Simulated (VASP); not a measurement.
# Si2Mo (I4/mmm) in VASP: further runs, part 2 of 2

VASP 6.6.1.

**4. Single point, LDA**

This run uses another cell than the first one, of 12.88 Å³/atom, 1.091 times its volume.

Input file INCAR:

```
PREC = Accurate ; ENCUT = 520
EDIFF = 1E-7 ; ISMEAR = 1
SIGMA = 0.15 ; LREAL = F
LASPH = T ; NELM = 100
ALGO = Normal ; ISIF = 2
LWAVE = F ; LCHARG = F
NBANDS = 18
```

Input file KPOINTS:

```
regular mesh
0
Gamma
  13 13 13
```

Input file POSCAR:

```
Si2Mo
1.0
   -1.5783757276      1.5783757276      3.8773786233
    1.5783757276     -1.5783757276      3.8773786233
    1.5783757276      1.5783757276     -3.8773786233
Si Mo
2 1
Direct
    0.3330000000      0.3330000000      0.0000000000
    0.6670000000      0.6670000000      0.0000000000
    0.0000000000      0.0000000000      0.0000000000
```

Potentials or basis: VASP PAW LDA potentials, release 64 (Si, Mo_sv).

Launch:

```sh
$ cat potpaw_LDA.64/Si/POTCAR potpaw_LDA.64/Mo_sv/POTCAR > POTCAR
$ mpirun -np 1 vasp_std > vasp.out
```

OUTCAR:

```text
PREC = Accurate
   ENCUT = 520
   EDIFF = 1E-7
   ISMEAR = 1
   LREAL = F
   LASPH = T
   NELM = 100
   ISIF = 2

 ion  position               nearest neighbor table
   1  0.333  0.333  0.000-   2 2.58   2 2.58   2 2.58   2 2.58   3 2.58   3 2.58   3 2.58   3 2.58
                             3 2.58   2 2.59
   2  0.667  0.667  0.000-   1 2.58   1 2.58   1 2.58   1 2.58   3 2.58   3 2.58   3 2.58   3 2.58
                             3 2.58   1 2.59
   3  0.000  0.000  0.000-   2 2.58   2 2.58   2 2.58   1 2.58   2 2.58   1 2.58   1 2.58   1 2.58
                             1 2.58   2 2.58

  LATTYP: Found a body centered tetragonal cell.
 ALAT       =     3.1567514552
 C/A-ratio  =     2.4565625000

  Lattice vectors:

 A1 = (  -1.5783757276,   1.5783757276,   3.8773786233)
 A2 = (   1.5783757276,  -1.5783757276,   3.8773786233)
 A3 = (   1.5783757276,   1.5783757276,  -3.8773786233)

Analysis of symmetry for initial positions (statically):
=====================================================================
 Subroutine PRICEL returns:
 Original cell was already a primitive cell.

 Routine SETGRP: Setting up the symmetry group for a
 body centered tetragonal supercell.

 Subroutine GETGRP returns: Found 16 space group operations
 (whereof 16 operations were pure point group operations)
 out of a pool of 16 trial point group operations.

The static configuration has the point symmetry D_4h.

Analysis of symmetry for dynamics (positions and initial velocities):
=====================================================================
 Subroutine PRICEL returns:
 Original cell was already a primitive cell.

 Routine SETGRP: Setting up the symmetry group for a
 body centered tetragonal supercell.

 Subroutine GETGRP returns: Found 16 space group operations
 (whereof 16 operations were pure point group operations)
 out of a pool of 16 trial point group operations.

The dynamic configuration has the point symmetry D_4h.

[... 113 lines left out ...]
   EMIN   =  10.00;   EMAX   =-10.00  energy-range for DOS
   EFERMI =   0.00;   METHOD = LEGACY
   ISMEAR =     1;   SIGMA  =   0.15  broadening in eV -4-tet -1-fermi 0-gaus
   EFERMI_NEDOS =   21; number of points for ismear=-14 and -15
   IALGO  =     38    algorithm
   IMIX   =      4    mixing-type and parameters
     AMIX     =   0.40;   BMIX     =  1.00
     AMIX_MAG =   1.60;   BMIX_MAG =  1.00
  volume/ion in A,a.u.               =      12.88        86.91
  Fermi-wavevector in a.u.,A,eV,Ry     =   1.356884  2.564139 25.050152  1.841134
  Thomas-Fermi vector in A             =   2.483849
   LORBIT       =      0    0 simple, 1 ext, 2 COOP (PROOUT), +10 PAW based schemes
   GGA     = CA    functional components
   LHFCALC =     F    Hartree Fock is set to
   AEXX    =    0.0000 exact exchange contribution
   IVDW    =     0    specifies the selected vdW correction
   LEPSILON=     F    determine dielectric tensor
   LRPA    =     F    only Hartree local field effects (RPA)
 non-spin polarized calculation
 Methfessel and Paxton  Order N= 1 SIGMA  =   0.15
  energy-cutoff  :      520.00
  volume of cell :       38.64
 maximum number of plane-waves:      1054
 NGX is ok and might be reduce to    36
   NGX = 17   NGY = 17   NGZ = 17

 number of electron      22.0000000 magnetization

 Free energy of the ion-electron system (eV)
  ---------------------------------------------------
  ext. energy  EPLUGINS =         0.00000000
  ---------------------------------------------------
  free energy    TOTEN  =       -25.80613913 eV

  energy without entropy =      -25.80640055  energy(sigma->0) =      -25.80622627

 E-fermi :  12.8476     XC(G=0): -12.7456

 val. band max:       12.6842302868   @ k =  -0.3846   0.4615   0.3846
 cond. band min:      12.8554379472   @ k =  -0.4615   0.4615   0.3077
 fundamental gap:      0.1712076604
 Fermi energy:        12.8476181603

 k-point     1 :       0.0000    0.0000    0.0000
  band No.  band energies     occupation
      1     -47.5095      2.00000
      2     -21.8980      2.00000
      3     -21.7677      2.00000
      4     -21.7677      2.00000
      5      -0.8903      2.00000
      6       6.2504      2.00000
[... 481 lines left out ...]
      5       3.0789      2.00000
      6       3.6020      2.00000
[... 10 lines left out ...]
     17      20.5443      0.00000
     18      21.9962      0.00000

 [... further k-points ...]
[... 5 lines left out ...]
  --------------------------------------------------------------------------------------
  -------------------------------------------------------------------------------------
  Total        0.9282430      0.9282430      0.7561649      0.0000000     -0.0000000      0.0000000
  in kB       38.4904773     38.4904773     31.3550948      0.0000000     -0.0000000      0.0000000
  external PRESSURE =      36.1120164 kB  Pullay stress =       0.0000000 kB

 VOLUME and BASIS-vectors are now :
 -----------------------------------------------------------------------------
  energy-cutoff  :      520.00
  volume of cell :       38.64
      direct lattice vectors                 reciprocal lattice vectors
    -1.578375728  1.578375728  3.877378623     0.000000000  0.316781354  0.128953102
     1.578375728 -1.578375728  3.877378623     0.316781354  0.000000000  0.128953102
     1.578375728  1.578375728 -3.877378623     0.316781354  0.316781354  0.000000000

 POSITION                                       TOTAL-FORCE (eV/Angst)
 -----------------------------------------------------------------------------------
      0.00000      0.00000      2.58233        -0.000000     -0.000000      0.304572
      0.00000      0.00000      5.17242        -0.000000     -0.000000     -0.304572
      0.00000      0.00000      0.00000         0.000000      0.000000     -0.000000
 -----------------------------------------------------------------------------------
    total drift:                                0.000000      0.000000     -0.000000

  FREE ENERGIE OF THE ION-ELECTRON SYSTEM (eV)
  ---------------------------------------------------
  free  energy   TOTEN  =       -25.8061391261 eV

  energy  without entropy=      -25.8064005496  energy(sigma->0) =      -25.80622627
```

It took 3.4 min on 1 thread of Intel Xeon 6975P-C (Granite Rapids), shared host; peak memory 0.26 GiB.

Results:

- Free energy: -25.8061 eV
- Pressure: 3.6 GPa
- Largest force: 0.305 eV/Å
- Band gap on the k mesh: zero (band 11 reaches 13.36 eV, above the bottom of band 12 at 12.36 eV)

Forces on the atoms (eV/Å):
```
Si   0.000  0.000  0.305
Si   0.000  0.000 -0.305
Mo   0.000  0.000  0.000
```

**5. Single point, LDA**

This run uses another cell than the first one, of 13.42 Å³/atom, 1.136 times its volume.

Input file INCAR:

```
PREC = Accurate ; ENCUT = 520
EDIFF = 1E-7 ; ISMEAR = 1
SIGMA = 0.15 ; LREAL = False
LASPH = True ; NELM = 100
ALGO = Normal ; ISIF = 2
LWAVE = False ; LCHARG = False
NBANDS = 18
```

KPOINTS is that of step 4.

Input file POSCAR:

```
Si2Mo
1.0
   -1.6000000000      1.6000000000      3.9305000000
    1.6000000000     -1.6000000000      3.9305000000
    1.6000000000      1.6000000000     -3.9305000000
Si Mo
2 1
Direct
    0.3330000000      0.3330000000      0.0000000000
    0.6670000000      0.6670000000      0.0000000000
    0.0000000000      0.0000000000      0.0000000000
```

Potentials or basis: VASP PAW LDA potentials, release 64 (Si, Mo_sv).

Launch:

```sh
$ cat potpaw_LDA.64/Si/POTCAR potpaw_LDA.64/Mo_sv/POTCAR > POTCAR
$ mpirun -np 1 vasp_std > vasp.out
```

OUTCAR:

```text
PREC = Accurate
   ENCUT = 520
   EDIFF = 1E-7
   ISMEAR = 1
   LREAL = False
   LASPH = True
   NELM = 100
   ISIF = 2

 ion  position               nearest neighbor table
   1  0.333  0.333  0.000-   2 2.61   2 2.61   2 2.61   2 2.61   3 2.62   3 2.62   3 2.62   3 2.62
                             3 2.62   2 2.63
   2  0.667  0.667  0.000-   1 2.61   1 2.61   1 2.61   1 2.61   3 2.62   3 2.62   3 2.62   3 2.62
                             3 2.62   1 2.63
   3  0.000  0.000  0.000-   2 2.62   1 2.62   2 2.62   1 2.62   2 2.62   1 2.62   1 2.62   2 2.62
                             1 2.62   2 2.62

  LATTYP: Found a body centered tetragonal cell.
 ALAT       =     3.2000000000
 C/A-ratio  =     2.4565625000

  Lattice vectors:

 A1 = (  -1.6000000000,   1.6000000000,   3.9305000000)
 A2 = (   1.6000000000,  -1.6000000000,   3.9305000000)
 A3 = (   1.6000000000,   1.6000000000,  -3.9305000000)

Analysis of symmetry for initial positions (statically):
=====================================================================
 Subroutine PRICEL returns:
 Original cell was already a primitive cell.

 Routine SETGRP: Setting up the symmetry group for a
 body centered tetragonal supercell.

 Subroutine GETGRP returns: Found 16 space group operations
 (whereof 16 operations were pure point group operations)
 out of a pool of 16 trial point group operations.

The static configuration has the point symmetry D_4h.

Analysis of symmetry for dynamics (positions and initial velocities):
=====================================================================
 Subroutine PRICEL returns:
 Original cell was already a primitive cell.

 Routine SETGRP: Setting up the symmetry group for a
 body centered tetragonal supercell.

 Subroutine GETGRP returns: Found 16 space group operations
 (whereof 16 operations were pure point group operations)
 out of a pool of 16 trial point group operations.

The dynamic configuration has the point symmetry D_4h.

 Subroutine INISYM returns: Found 16 space group operations
[... 114 lines left out ...]
   ISMEAR =     1;   SIGMA  =   0.15  broadening in eV -4-tet -1-fermi 0-gaus
   EFERMI_NEDOS =   21; number of points for ismear=-14 and -15
   IALGO  =     38    algorithm
   IMIX   =      4    mixing-type and parameters
     AMIX     =   0.40;   BMIX     =  1.00
     AMIX_MAG =   1.60;   BMIX_MAG =  1.00
  volume/ion in A,a.u.               =      13.42        90.54
  Fermi-wavevector in a.u.,A,eV,Ry     =   1.338546  2.529484 24.377614  1.791704
  Thomas-Fermi vector in A             =   2.467007
   LORBIT       =      0    0 simple, 1 ext, 2 COOP (PROOUT), +10 PAW based schemes
   GGA     = CA    functional components
   LHFCALC =     F    Hartree Fock is set to
   AEXX    =    0.0000 exact exchange contribution
   IVDW    =     0    specifies the selected vdW correction
   LEPSILON=     F    determine dielectric tensor
   LRPA    =     F    only Hartree local field effects (RPA)
 non-spin polarized calculation
 Methfessel and Paxton  Order N= 1 SIGMA  =   0.15
  energy-cutoff  :      520.00
  volume of cell :       40.25
 maximum number of plane-waves:      1104
 NGX is ok and might be reduce to    36
   NGX = 17   NGY = 17   NGZ = 17

 number of electron      22.0000000 magnetization

 Free energy of the ion-electron system (eV)
  ---------------------------------------------------
  ext. energy  EPLUGINS =         0.00000000
  ---------------------------------------------------
  free energy    TOTEN  =       -25.79530456 eV

  energy without entropy =      -25.79569678  energy(sigma->0) =      -25.79543530

 E-fermi :  12.2204     XC(G=0): -12.5522

 val. band max:       12.0601542580   @ k =  -0.3846   0.4615   0.3846
 cond. band min:      12.2474299596   @ k =  -0.3077  -0.3846   0.3077
 fundamental gap:      0.1872757015
 Fermi energy:        12.2204399961

 k-point     1 :       0.0000    0.0000    0.0000
  band No.  band energies     occupation
      1     -48.1870      2.00000
      2     -22.5449      2.00000
      3     -22.4382      2.00000
      4     -22.4382      2.00000
      5      -1.1995      2.00000
      6       5.8829      2.00000
[... 481 lines left out ...]
      5       2.6599      2.00000
      6       3.1686      2.00000
[... 10 lines left out ...]
     17      19.6819      0.00000
     18      21.1181      0.00000

 [... further k-points ...]
[... 5 lines left out ...]
  --------------------------------------------------------------------------------------
  -------------------------------------------------------------------------------------
  Total       -1.2323729     -1.2323729     -1.7123739      0.0000000     -0.0000000      0.0000000
  in kB      -49.0574504    -49.0574504    -68.1649991      0.0000000     -0.0000000      0.0000000
  external PRESSURE =     -55.4266333 kB  Pullay stress =       0.0000000 kB

 VOLUME and BASIS-vectors are now :
 -----------------------------------------------------------------------------
  energy-cutoff  :      520.00
  volume of cell :       40.25
      direct lattice vectors                 reciprocal lattice vectors
    -1.600000000  1.600000000  3.930500000     0.000000000  0.312500000  0.127210279
     1.600000000 -1.600000000  3.930500000     0.312500000  0.000000000  0.127210279
     1.600000000  1.600000000 -3.930500000     0.312500000  0.312500000  0.000000000

 POSITION                                       TOTAL-FORCE (eV/Angst)
 -----------------------------------------------------------------------------------
      0.00000      0.00000      2.61771        -0.000000     -0.000000      0.370346
      0.00000      0.00000      5.24329         0.000000      0.000000     -0.370346
      0.00000      0.00000      0.00000         0.000000      0.000000     -0.000000
 -----------------------------------------------------------------------------------
    total drift:                                0.000000      0.000000     -0.000000

  FREE ENERGIE OF THE ION-ELECTRON SYSTEM (eV)
  ---------------------------------------------------
  free  energy   TOTEN  =       -25.7953045559 eV

  energy  without entropy=      -25.7956967754  energy(sigma->0) =      -25.79543530
```

stdout:

```text
POSCAR found type information on POSCAR SiMo
 POSCAR found :  2 types and       3 ions
 scaLAPACK will be used
 LDA part: xc-table for (Slater(with rela. corr.)+CA(PZ))
 , standard interpolation
 POSCAR, INCAR and KPOINTS ok, starting setup
 FFT: planning ... GRIDC
 FFT: planning ... GRID_SOFT
 FFT: planning ... GRID
 WAVECAR not read
 entering main loop
```

It took 2.9 min on 1 thread of Intel Xeon 6975P-C (Granite Rapids), shared host; peak memory 0.27 GiB.

What came out:

```
Free energy            : -25.7953 eV
Pressure               : -5.5 GPa
Largest force          : 0.370 eV/Å
Band gap on the k mesh : zero (band 11 reaches 12.71 eV, above the bottom of band 12 at 11.74 eV)
```

Forces on the atoms (eV/Å):
```
Si   0.000  0.000  0.370
Si   0.000  0.000 -0.370
Mo   0.000  0.000  0.000
```

**6. Summary**

```csv
cell,gap on the mesh (eV),pressure (GPa),largest force (eV/Å)
"a = 4.346 Å, angles 138.7, 138.7, 59.9°, 3 atoms",none,29.2,0.15
"a = 4.411 Å, angles 138.7, 138.7, 59.9°, 3 atoms",none,15.0,0.23
"a = 4.474 Å, angles 138.7, 138.7, 59.9°, 3 atoms",none,3.6,0.30
"a = 4.535 Å, angles 138.7, 138.7, 59.9°, 3 atoms",none,-5.5,0.37
```

Alike in all rows: task single point; level LDA; potentials or basis VASP PAW LDA potentials, release 64 (Si, Mo_sv); no spin polarisation; k mesh 13 × 13 × 13; cutoff (eV) 520; smearing methfessel-paxton 0.15 eV.

Total energies depend on the potentials used, so only differences within one code and one set of settings carry meaning.
